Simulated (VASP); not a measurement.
# ZrB (I4/mmm) in VASP: single point with LDA

Aim: the single point of ZrB with LDA.

Everything below comes from runs of VASP 6.6.1. Logs are shortened: lines on timing, memory, paths and dates and some standing lists are left out, and cuts for length are marked.

## Step 1: The cell of the first run

The structure is tetragonal, space group I4/mmm (No. 139). Conventional cell: a = 3.235 Å, b = 3.235 Å, c = 4.804 Å, α = 90.00°, β = 90.00°, γ = 90.00°. Zr (site symmetry 4/mmm) has 6 B at 2.29 to 2.40 Å within 3.0 Å. B (site symmetry 4/mmm) has 6 Zr at 2.29 to 2.40 Å within 3.0 Å.

## Step 2: Single point, LDA

The input, INCAR:

```
SYSTEM = ZrB
  ALGO = Normal
  EDIFF = 1E-6
  ENCUT = 520
  ISIF = 2
  ISMEAR = 0
  LASPH = .TRUE.
  LCHARG = .FALSE.
  LREAL = .FALSE.
  LWAVE = .FALSE.
  NBANDS = 14
  NELM = 100
  PREC = Accurate
  SIGMA = 0.15
```

The input, KPOINTS:

```
k-points
0
G
  20 20 20
  0 0 0
```

The input, POSCAR:

```
ZrB
1.0
    0.0000000000      2.2874934413      2.4018681134
    2.2874934413      0.0000000000      2.4018681134
    2.2874934413      2.2874934413      0.0000000000
Zr B
1 1
Direct
    0.0000000000      0.0000000000      0.0000000000
    0.5000000000      0.5000000000      0.5000000000
```

Potentials or basis: VASP PAW LDA potentials, release 64 (Zr_sv, B).

Run with:

```sh
$ cat potpaw_LDA.64/Zr_sv/POTCAR potpaw_LDA.64/B/POTCAR > POTCAR
$ mpirun -np 1 vasp_std > vasp.out
```

OUTCAR:

```text
SYSTEM = ZrB
   EDIFF = 1E-6
   ENCUT = 520
   ISIF = 2
   ISMEAR = 0
   LASPH = .TRUE.
   LREAL = .FALSE.
   NELM = 100
   PREC = Accurate

 ion  position               nearest neighbor table
   1  0.000  0.000  0.000-   2 2.29   2 2.29   2 2.29   2 2.29   2 2.40   2 2.40
   2  0.500  0.500  0.500-   1 2.29   1 2.29   1 2.29   1 2.29   1 2.40   1 2.40

  LATTYP: Found a body centered tetragonal cell.
 ALAT       =     3.2350042485
 C/A-ratio  =     1.4849242405

  Lattice vectors:

 A1 = (  -2.2874934413,   0.0000000000,   2.4018681134)
 A2 = (   2.2874934413,   0.0000000000,   2.4018681134)
 A3 = (   0.0000000000,   2.2874934413,  -2.4018681134)

Analysis of symmetry for initial positions (statically):
=====================================================================
 Subroutine PRICEL returns:
 Original cell was already a primitive cell.

 Routine SETGRP: Setting up the symmetry group for a
 body centered tetragonal supercell.

 Subroutine GETGRP returns: Found 16 space group operations
 (whereof 16 operations were pure point group operations)
 out of a pool of 16 trial point group operations.

The static configuration has the point symmetry D_4h.

Analysis of symmetry for dynamics (positions and initial velocities):
=====================================================================
 Subroutine PRICEL returns:
 Original cell was already a primitive cell.

 Routine SETGRP: Setting up the symmetry group for a
 body centered tetragonal supercell.

 Subroutine GETGRP returns: Found 16 space group operations
 (whereof 16 operations were pure point group operations)
 out of a pool of 16 trial point group operations.

The dynamic configuration has the point symmetry D_4h.

 Subroutine INISYM returns: Found 16 space group operations
 (whereof 16 operations are pure point group operations),
 and found     1 'primitive' translations

----------------------------------------------------------------------------------------

                                     Primitive cell

  volume of cell :      25.1362

  direct lattice vectors                    reciprocal lattice vectors
     0.000000000  2.287493441  2.401868113    -0.218579862  0.218579862  0.208171297
     2.287493441  0.000000000  2.401868113     0.218579862 -0.218579862  0.208171297
     2.287493441  2.287493441  0.000000000     0.218579862  0.218579862 -0.208171297

  length of vectors
     3.316865490  3.316865490  3.235004249     0.372678951  0.372678951  0.372678951

  position of ions in fractional coordinates (direct lattice)
     0.000000000  0.000000000  0.000000000
     0.500000000  0.500000000  0.500000000

  ion indices of the primitive-cell ions
   primitive index   ion index
                 1           1
[... 89 lines left out ...]
   EFERMI_NEDOS =   21; number of points for ismear=-14 and -15
   IALGO  =     38    algorithm
   IMIX   =      4    mixing-type and parameters
     AMIX     =   0.40;   BMIX     =  1.00
     AMIX_MAG =   1.60;   BMIX_MAG =  1.00
  volume/ion in A,a.u.               =      12.57        84.81
  Fermi-wavevector in a.u.,A,eV,Ry     =   1.378285  2.604581 25.846565  1.899669
  Thomas-Fermi vector in A             =   2.503360
   LORBIT       =      0    0 simple, 1 ext, 2 COOP (PROOUT), +10 PAW based schemes
   GGA     = CA    functional components
   LHFCALC =     F    Hartree Fock is set to
   AEXX    =    0.0000 exact exchange contribution
   IVDW    =     0    specifies the selected vdW correction
   LEPSILON=     F    determine dielectric tensor
   LRPA    =     F    only Hartree local field effects (RPA)
 non-spin polarized calculation
 Gauss-broadening in eV      SIGMA  =   0.15
  energy-cutoff  :      520.00
  volume of cell :       25.14
 maximum number of plane-waves:       690
 NGX is ok and might be reduce to    28
   NGX = 13   NGY = 13   NGZ = 13

 number of electron      15.0000000 magnetization

 Free energy of the ion-electron system (eV)
  ---------------------------------------------------
  ext. energy  EPLUGINS =         0.00000000
  ---------------------------------------------------
  free energy    TOTEN  =       -17.23950507 eV

  energy without entropy =      -17.22783400  energy(sigma->0) =      -17.23366954

 E-fermi :   8.9205     XC(G=0): -12.3859

 val. band max:        8.9190468818   @ k =  -0.1500   0.2000   0.1000
 cond. band min:       8.9318647444   @ k =   0.3000   0.0000   0.1000
 fundamental gap:      0.0128178626
 Fermi energy:         8.9205251340

 k-point     1 :       0.0000    0.0000    0.0000
  band No.  band energies     occupation
      1     -37.5949      2.00000
      2     -15.4894      2.00000
      3     -15.4894      2.00000
      4     -15.4698      2.00000
      5       0.7084      2.00000
      6      10.4227      0.00000
      7      10.9867      0.00000
      8      10.9867      0.00000
      9      12.2544      0.00000
     10      12.4881      0.00000
     11      12.8449      0.00000
     12      12.8449      0.00000
     13      12.8725      0.00000
     14      20.1229      0.00000
[... 377 lines left out ...]
      1     -37.4893      2.00000
      2     -16.3111      2.00000
      3     -15.6075      2.00000
      4     -15.5295      2.00000
      5       3.6261      2.00000
      6       6.5886      2.00000
      7       7.7903      2.00000
      8       7.8461      2.00000
      9      13.4730      0.00000
     10      13.9671      0.00000
     11      15.0430      0.00000
     12      19.2301      0.00000
     13      19.8993      0.00000
     14      21.7154      0.00000

 [... further k-points ...]

------------------------ aborting loop because EDIFF is reached ----------------------------------------

  FORCE on cell =-STRESS in cart. coord.  units (eV):
  Direction    XX          YY          ZZ          XY          YZ          ZX
  --------------------------------------------------------------------------------------
  -------------------------------------------------------------------------------------
  Total        5.3401163      5.3401163      1.7536254      0.0000000      0.0000000      0.0000000
  in kB      340.3787405    340.3787405    111.7759966      0.0000000      0.0000000      0.0000000
  external PRESSURE =     264.1778258 kB  Pullay stress =       0.0000000 kB

 VOLUME and BASIS-vectors are now :
 -----------------------------------------------------------------------------
  energy-cutoff  :      520.00
  volume of cell :       25.14
      direct lattice vectors                 reciprocal lattice vectors
     0.000000000  2.287493441  2.401868113    -0.218579862  0.218579862  0.208171297
     2.287493441  0.000000000  2.401868113     0.218579862 -0.218579862  0.208171297
     2.287493441  2.287493441  0.000000000     0.218579862  0.218579862 -0.208171297

 POSITION                                       TOTAL-FORCE (eV/Angst)
 -----------------------------------------------------------------------------------
      0.00000      0.00000      0.00000         0.000000      0.000000     -0.000000
      2.28749      2.28749      2.40187        -0.000000     -0.000000      0.000000
 -----------------------------------------------------------------------------------
    total drift:                               -0.000000      0.000000      0.000000

  FREE ENERGIE OF THE ION-ELECTRON SYSTEM (eV)
  ---------------------------------------------------
  free  energy   TOTEN  =       -17.2395050704 eV

  energy  without entropy=      -17.2278340027  energy(sigma->0) =      -17.23366954
```

OSZICAR:

```text
N       E                     dE             d eps       ncg     rms          rms(c)
DAV:   1     0.955605299176E+02    0.95561E+02   -0.79061E+03 17972   0.104E+03
DAV:   2    -0.151867205790E+02   -0.11075E+03   -0.10486E+03 22052   0.288E+02
DAV:   3    -0.189739273000E+02   -0.37872E+01   -0.37442E+01 26708   0.452E+01
DAV:   4    -0.190475352024E+02   -0.73608E-01   -0.73585E-01 21492   0.580E+00
DAV:   5    -0.190492743387E+02   -0.17391E-02   -0.17391E-02 27062   0.616E-01    0.236E+01
DAV:   6    -0.172558544940E+02    0.17934E+01   -0.26453E+00 21084   0.144E+01    0.885E+00
DAV:   7    -0.172394762433E+02    0.16378E-01   -0.28237E-01 25856   0.365E+00    0.390E+00
DAV:   8    -0.172401927426E+02   -0.71650E-03   -0.34019E-02 22394   0.152E+00    0.539E-01
DAV:   9    -0.172394596326E+02    0.73311E-03   -0.28444E-03 20954   0.368E-01    0.172E-01
DAV:  10    -0.172395079241E+02   -0.48292E-04   -0.30919E-04 20732   0.203E-01    0.371E-02
DAV:  11    -0.172395056938E+02    0.22303E-05   -0.13602E-05 22904   0.345E-02    0.471E-03
DAV:  12    -0.172395050704E+02    0.62337E-06   -0.38498E-07 12876   0.706E-03
   1 F= -.17239505E+02 E0= -.17233670E+02  d E =-.116711E-01
```

Wall time 1.8 min (1 thread of Intel Xeon Platinum 8559C (Emerald Rapids), shared host); peak memory 0.33 GiB.

What came out:

```yaml
Free_energy: -17.2395 eV
Pressure: 26.4 GPa
```
